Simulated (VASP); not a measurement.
# KTaO3 (P4/mmm) in VASP: a series of runs, part 2 of 2

VASP 6.6.1. Earlier steps stand in the parts before.

## Step 3: Single point, PBE (strain -0.0750 x Voigt [1, 0, 0, 0, 0, 0])

INCAR

```
SYSTEM = KTaO3
ALGO     = Normal         ! electronic algorithm
EDIFF    = 1E-7           ! SCF threshold, eV
ENCUT    = 520            ! plane-wave cutoff, eV
GGA      = PE             ! functional
ISIF     = 2              ! what is computed and relaxed
ISMEAR   = 0              ! smearing method
LASPH    = .TRUE.         ! aspherical terms in the spheres
LCHARG   = .FALSE.        ! write CHGCAR
LREAL    = .FALSE.        ! projectors in reciprocal space
LWAVE    = .FALSE.        ! write WAVECAR
NBANDS   = 27             ! bands
NELM     = 100            ! most SCF steps
PREC     = Accurate       ! precision mode
SIGMA    = 0.05           ! smearing width, eV
```

KPOINTS

```
k-points
0
G
  8 8 8
  0 0 0
```

POSCAR

```
KTaO3
1.0
    3.6891775000      0.0000000000      0.0000000000
    0.0000000000      3.9883000000      0.0000000000
    0.0000000000      0.0000000000      3.9883000000
K Ta O
1 1 3
Direct
    0.5000000000      0.5000000000      0.5000000000
    0.0000000000      0.0000000000      0.0000000000
    0.5000000000      0.0000000000      0.0000000000
    0.0000000000      0.5000000000      0.0000000000
    0.0000000000      0.0000000000      0.5000000000
```

Potentials or basis: VASP PAW PBE potentials, release 64 (K_sv, Ta_pv, O).

On the command line:

```console
> cat potpaw_PBE.64/K_sv/POTCAR potpaw_PBE.64/Ta_pv/POTCAR potpaw_PBE.64/O/POTCAR > POTCAR
> mpirun -np 1 vasp_std > vasp.out
```

OUTCAR:

```text
SYSTEM = KTaO3
   EDIFF = 1E-7
   ENCUT = 520
   GGA = PE
   ISIF = 2
   ISMEAR = 0
   LASPH = .TRUE.
   LREAL = .FALSE.
   NELM = 100
   PREC = Accurate

 ion  position               nearest neighbor table
   1  0.500  0.500  0.500-   4 2.72   5 2.72   4 2.72   5 2.72   4 2.72   5 2.72   4 2.72   5 2.72
                             3 2.82   3 2.82   3 2.82   3 2.82   2 3.37   2 3.37   2 3.37   2 3.37
   2  0.000  0.000  0.000-   3 1.84   3 1.84   5 1.99   5 1.99   4 1.99   4 1.99   1 3.37   1 3.37
                             1 3.37   1 3.37   1 3.37   1 3.37   1 3.37   1 3.37
   3  0.500  0.000  0.000-   2 1.84   2 1.84   1 2.82   1 2.82   1 2.82   1 2.82
   4  0.000  0.500  0.000-   2 1.99   2 1.99   1 2.72   1 2.72   1 2.72   1 2.72
   5  0.000  0.000  0.500-   2 1.99   2 1.99   1 2.72   1 2.72   1 2.72   1 2.72

  LATTYP: Found a simple tetragonal cell.
 ALAT       =     3.9883000000
 C/A-ratio  =     0.9250000000

  Lattice vectors:

 A1 = (   0.0000000000,   3.9883000000,   0.0000000000)
 A2 = (   0.0000000000,   0.0000000000,   3.9883000000)
 A3 = (   3.6891775000,   0.0000000000,   0.0000000000)

Analysis of symmetry for initial positions (statically):
=====================================================================
 Subroutine PRICEL returns:
 Original cell was already a primitive cell.

 Routine SETGRP: Setting up the symmetry group for a
 simple tetragonal supercell.

 Subroutine GETGRP returns: Found 16 space group operations
 (whereof 16 operations were pure point group operations)
 out of a pool of 16 trial point group operations.

The static configuration has the point symmetry D_4h.

Analysis of symmetry for dynamics (positions and initial velocities):
=====================================================================
 Subroutine PRICEL returns:
 Original cell was already a primitive cell.

 Routine SETGRP: Setting up the symmetry group for a
 simple tetragonal supercell.

 Subroutine GETGRP returns: Found 16 space group operations
 (whereof 16 operations were pure point group operations)
 out of a pool of 16 trial point group operations.

The dynamic configuration has the point symmetry D_4h.

 Subroutine INISYM returns: Found 16 space group operations
 (whereof 16 operations are pure point group operations),
 and found     1 'primitive' translations

----------------------------------------------------------------------------------------

                                     Primitive cell

  volume of cell :      58.6820

  direct lattice vectors                    reciprocal lattice vectors
     3.689177500  0.000000000  0.000000000     0.271063130  0.000000000  0.000000000
     0.000000000  3.988300000  0.000000000     0.000000000  0.250733395  0.000000000
     0.000000000  0.000000000  3.988300000     0.000000000  0.000000000  0.250733395

  length of vectors
     3.689177500  3.988300000  3.988300000     0.271063130  0.250733395  0.250733395

  position of ions in fractional coordinates (direct lattice)
     0.500000000  0.500000000  0.500000000
     0.000000000  0.000000000  0.000000000
     0.500000000  0.000000000  0.000000000
     0.000000000  0.500000000  0.000000000
     0.000000000  0.000000000  0.500000000

  ion indices of the primitive-cell ions
   primitive index   ion index
                 1           1
[... 25 lines left out ...]

 Subroutine IBZKPT returns following result:
 ===========================================

 Found     75 irreducible k-points:

 Following reciprocal coordinates:
            Coordinates               Weight
  0.000000  0.000000  0.000000      1.000000
  0.125000  0.000000  0.000000      2.000000
  0.250000  0.000000  0.000000      2.000000
  0.375000  0.000000  0.000000      2.000000
  0.500000  0.000000  0.000000      1.000000
  0.000000  0.125000  0.000000      4.000000
[... 16 lines left out ...]
  0.250000  0.500000  0.000000      4.000000
  0.375000  0.500000  0.000000      4.000000
 [... further k-points ...]
   k-points           NKPTS =     75   k-points in BZ     NKDIM =     75   number of bands    NBANDS=     27
   number of dos      NEDOS =    301   number of ions     NIONS =      5
   total plane-waves  NPLWV =  25200
   dimension x,y,z NGX =    28 NGY =   30 NGZ =   30
   dimension x,y,z NGXF=    56 NGYF=   60 NGZF=   60
   ions per type =               1   1   3
   NGX,Y,Z   is equivalent  to a cutoff of  12.62, 12.51, 12.51 a.u.
   NGXF,Y,Z  is equivalent  to a cutoff of  25.24, 25.01, 25.01 a.u.
 SYSTEM =  KTaO3
   PREC   = accura    normal or accurate (medium, high low for compatibility)
   ISTART =      0    job   : 0-new  1-cont  2-samecut
   ICHARG =      2    charge: 1-file 2-atom 10-const
   ISPIN  =      1    spin polarized calculation?
   LNONCOLLINEAR =      F non collinear calculations
   LSORBIT =      F    spin-orbit coupling
   LASPH  =      T    aspherical Exc in radial PAW
   ENCUT  =  520.0 eV  38.22 Ry    6.18 a.u.   6.86  7.42  7.42*2*pi/ulx,y,z
   NELM   =    100;   NELMIN=  2; NELMDL= -5     # of ELM steps
   EDIFF  = 0.1E-06   stopping-criterion for ELM
   LREAL  =      F    real-space projection
   EDIFFG = 0.1E-05   stopping-criterion for IOM
   NSW    =      0    number of steps for IOM
   IBRION =     -1    ionic relax: 0-MD 1-quasi-New 2-CG
   NFREE  =      0    steps in history (QN), initial steepest desc. (CG)
   ISIF   =      2    stress and relaxation
   ISYM   =      2    0-nonsym 1-usesym 2-fastsym
   POTIM  = 0.5000    time-step for ionic-motion
   TEBEG  =    0.0;   TEEND  =   0.0 temperature during run
   PSTRESS=    0.0 pullay stress
   NELECT =      38.0000    total number of electrons
   NUPDOWN=      -1.0000    fix difference up-down
   EMIN   =  10.00;   EMAX   =-10.00  energy-range for DOS
   EFERMI =   0.00;   METHOD = LEGACY
   ISMEAR =     0;   SIGMA  =   0.05  broadening in eV -4-tet -1-fermi 0-gaus
   EFERMI_NEDOS =   21; number of points for ismear=-14 and -15
   IALGO  =     38    algorithm
   IMIX   =      4    mixing-type and parameters
     AMIX     =   0.40;   BMIX     =  1.00
     AMIX_MAG =   1.60;   BMIX_MAG =  1.00
  volume/ion in A,a.u.               =      11.74        79.20
  Fermi-wavevector in a.u.,A,eV,Ry     =   1.416340  2.676495 27.293560  2.006020
  Thomas-Fermi vector in A             =   2.537685
   LORBIT       =      0    0 simple, 1 ext, 2 COOP (PROOUT), +10 PAW based schemes
   GGA     = PE    functional components
   LHFCALC =     F    Hartree Fock is set to
   AEXX    =    0.0000 exact exchange contribution
   IVDW    =     0    specifies the selected vdW correction
   LEPSILON=     F    determine dielectric tensor
   LRPA    =     F    only Hartree local field effects (RPA)
 non-spin polarized calculation
 Gauss-broadening in eV      SIGMA  =   0.05
  energy-cutoff  :      520.00
  volume of cell :       58.68
 maximum number of plane-waves:      1608
 NGX is ok and might be reduce to    28
   NGX = 13   NGY = 15   NGZ = 15

 number of electron      37.9999978 magnetization

 Free energy of the ion-electron system (eV)
  ---------------------------------------------------
  ext. energy  EPLUGINS =         0.00000000
  ---------------------------------------------------
  free energy    TOTEN  =       -40.15168473 eV

  energy without entropy =      -40.15168473  energy(sigma->0) =      -40.15168473

 E-fermi :   2.6722     XC(G=0): -11.2835

 val. band max:        2.4050860557   @ k =   0.5000   0.5000   0.5000
 cond. band min:       4.5901261885   @ k =   0.0000   0.0000   0.0000
 fundamental gap:      2.1850401329
 Fermi energy:         2.6721532723

 k-point     1 :       0.0000    0.0000    0.0000
  band No.  band energies     occupation
      1     -31.5938      2.00000
      2     -31.3637      2.00000
      3     -31.3637      2.00000
      4     -24.8955      2.00000
      5     -15.9660      2.00000
      6     -14.7412      2.00000
[... 709 lines left out ...]
     26      13.9759      0.00000
     27      14.0814      0.00000

 [... further k-points ...]
[... 5 lines left out ...]
  --------------------------------------------------------------------------------------
  -------------------------------------------------------------------------------------
  Total       21.6778150      5.0902591      5.0902591      0.0000000      0.0000000      0.0000000
  in kB      591.8626039    138.9777527    138.9777527      0.0000000      0.0000000      0.0000000
  external PRESSURE =     289.9393698 kB  Pullay stress =       0.0000000 kB

 VOLUME and BASIS-vectors are now :
 -----------------------------------------------------------------------------
  energy-cutoff  :      520.00
  volume of cell :       58.68
      direct lattice vectors                 reciprocal lattice vectors
     3.689177500  0.000000000  0.000000000     0.271063130  0.000000000  0.000000000
     0.000000000  3.988300000  0.000000000     0.000000000  0.250733395  0.000000000
     0.000000000  0.000000000  3.988300000     0.000000000  0.000000000  0.250733395

 POSITION                                       TOTAL-FORCE (eV/Angst)
 -----------------------------------------------------------------------------------
      1.84459      1.99415      1.99415         0.000000      0.000000      0.000000
      0.00000      0.00000      0.00000         0.000000      0.000000      0.000000
      1.84459      0.00000      0.00000         0.000000      0.000000      0.000000
      0.00000      1.99415      0.00000         0.000000      0.000000      0.000000
      0.00000      0.00000      1.99415         0.000000      0.000000      0.000000
 -----------------------------------------------------------------------------------
    total drift:                                0.000000      0.000000     -0.000000

  FREE ENERGIE OF THE ION-ELECTRON SYSTEM (eV)
  ---------------------------------------------------
  free  energy   TOTEN  =       -40.1516847294 eV

  energy  without entropy=      -40.1516847294  energy(sigma->0) =      -40.15168473
```

It took 52 s on 1 thread of Intel Xeon 6975P-C (Granite Rapids), shared host; peak memory 0.24 GiB.

What came out:

```
Free energy            : -40.1517 eV
Pressure               : 29.0 GPa
Band gap on the k mesh : 2.19 eV, indirect (least direct gap 2.66 eV)
```

Caveat: the cell differs from its parent crystal (strain -0.0750 x Voigt [1, 0, 0, 0, 0, 0]); spin-orbit coupling is left out, which moves the levels of the heavy elements.

## Step 4: Single point, PBE (strain +0.0750 x Voigt [1, 0, 0, 0, 0, 0])

INCAR

```
SYSTEM = KTaO3
PREC = Accurate
ENCUT = 520
EDIFF = 1E-7
ISMEAR = 0
SIGMA = 0.05
LREAL = .False.
LASPH = .True.
NELM = 60
ALGO = Normal
ISIF = 2
LWAVE = .False.
LCHARG = .False.
GGA = PE
NBANDS = 27
```

KPOINTS

```
regular mesh
0
Gamma
  8 8 8
  0 0 0
```

POSCAR, as its differences from that of step 3:

```diff
@@ -2,3 +2,3 @@
 1.0
-    3.6891775000      0.0000000000      0.0000000000
+    4.2874225000      0.0000000000      0.0000000000
     0.0000000000      3.9883000000      0.0000000000
```

On the command line:

```console
> cat potpaw_PBE.64/K_sv/POTCAR potpaw_PBE.64/Ta_pv/POTCAR potpaw_PBE.64/O/POTCAR > POTCAR
> mpirun -np 1 vasp_std > vasp.out
```

Run time: 59 s. Hardware: 1 thread of Intel Xeon 6975P-C (Granite Rapids), shared host; peak memory 0.26 GiB.

It converged, with:

```yaml
Free_energy: -40.8080 eV
Pressure: -5.6 GPa
Band_gap_on_the_k_mesh: 1.92 eV, indirect (least direct gap 2.43 eV)
```

Stress tensor (GPa, compression positive):
```
-18.02   0.00   0.00
  0.00   0.61   0.00
  0.00   0.00   0.61
```

Levels at points of the mesh, in eV from the valence-band top:
```tsv
k point	band 17	band 18	band 19	band 20	band 21	band 22
(0.00, 0.00, 0.00)	-0.71	-0.51	-0.51	1.92	1.92	2.00
(0.50, 0.00, 0.00)	-1.56	-1.01	-1.01	2.08	3.97	3.97
(0.00, 0.50, 0.00)	-1.24	-0.90	-0.70	2.07	4.77	4.78
(0.50, 0.50, 0.00)	-1.68	-1.66	-0.08	4.01	4.79	5.55
(0.00, 0.50, 0.50)	-0.94	-0.94	-0.17	4.80	4.80	5.67
(0.50, 0.50, 0.50)	-0.15	0.00	0.00	5.66	5.66	6.19
```

Caveat: the cell differs from its parent crystal (strain +0.0750 x Voigt [1, 0, 0, 0, 0, 0]); spin-orbit coupling is left out, which moves the levels of the heavy elements. A k mesh can miss the band edges.

## Step 5: Single point, PBE (strain +0.0875 x Voigt [1, 0, 0, 0, 0, 0])

INCAR

```
ALGO     = Normal         # electronic algorithm
EDIFF    = 1E-7           # SCF threshold, eV
ENCUT    = 520            # plane-wave cutoff, eV
GGA      = PE             # functional
ISIF     = 2              # what is computed and relaxed
ISMEAR   = 0              # smearing method
LASPH    = True           # aspherical terms in the spheres
LCHARG   = False          # write CHGCAR
LREAL    = False          # projectors in reciprocal space
LWAVE    = False          # write WAVECAR
NBANDS   = 27             # bands
NELM     = 80             # most SCF steps
PREC     = Accurate       # precision mode
SIGMA    = 0.05           # smearing width, eV
```

KPOINTS

```
k-points
0
Gamma
  8 8 8
```

POSCAR, as its differences from that of step 4:

```diff
@@ -2,3 +2,3 @@
 1.0
-    4.2874225000      0.0000000000      0.0000000000
+    4.3372762500      0.0000000000      0.0000000000
     0.0000000000      3.9883000000      0.0000000000
```

On the command line:

```console
> cat potpaw_PBE.64/K_sv/POTCAR potpaw_PBE.64/Ta_pv/POTCAR potpaw_PBE.64/O/POTCAR > POTCAR
> mpirun -np 1 vasp_std > vasp.out
```

It took 60 s on 1 thread of Intel Xeon 6975P-C (Granite Rapids), shared host; peak memory 0.26 GiB.

It converged, with:

```yaml
Free_energy: -40.7138 eV
Pressure: -6.9 GPa
Band_gap_on_the_k_mesh: 1.87 eV, indirect (least direct gap 2.34 eV)
```

Stress tensor (GPa, compression positive):
```
-20.33   0.00   0.00
  0.00  -0.12   0.00
  0.00   0.00  -0.12
```

Levels at points of the mesh, in eV from the valence-band top:
```
           k point  band 16  band 17  band 18  band 19  band 20  band 21  band 22  band 23
(0.00, 0.00, 0.00)    -1.04    -0.72    -0.47    -0.47     1.87     1.87     1.96     4.69
(0.50, 0.00, 0.00)    -1.62    -1.58    -1.04    -1.04     2.04     3.81     3.81     6.42
(0.00, 0.50, 0.00)    -2.09    -1.19    -0.91    -0.67     2.02     4.72     4.73     5.06
(0.50, 0.50, 0.00)    -1.89    -1.72    -1.70    -0.10     3.86     4.74     5.44     7.17
(0.00, 0.50, 0.50)    -1.65    -0.87    -0.87    -0.20     4.75     4.75     5.38     6.07
(0.50, 0.50, 0.50)    -3.57    -0.18     0.00     0.00     5.54     5.54     6.13     8.40
```

Caveat: the cell differs from its parent crystal (strain +0.0875 x Voigt [1, 0, 0, 0, 0, 0]); spin-orbit coupling is left out, which moves the levels of the heavy elements. A k mesh can miss the band edges.

## Step 6: The runs side by side

```csv
cell,gap on the mesh (eV),pressure (GPa)
"a = 3.589, b = 3.988, c = 3.988 Å, 5 atoms",2.18,40.5
"a = 3.689, b = 3.988, c = 3.988 Å, 5 atoms",2.19,29.0
"a = 4.287, b = 3.988, c = 3.988 Å, 5 atoms",1.92,-5.6
"a = 4.337, b = 3.988, c = 3.988 Å, 5 atoms",1.87,-6.9
```

Alike in all rows: task single point; level PBE; potentials or basis VASP PAW PBE potentials, release 64 (K_sv, Ta_pv, O); no spin polarisation; k mesh 8 × 8 × 8; cutoff (eV) 520; smearing gaussian 0.05 eV.

Caveats: spin-orbit coupling is left out, which moves the levels of the heavy elements.

Absolute energies hang on the potentials; compare differences alone.
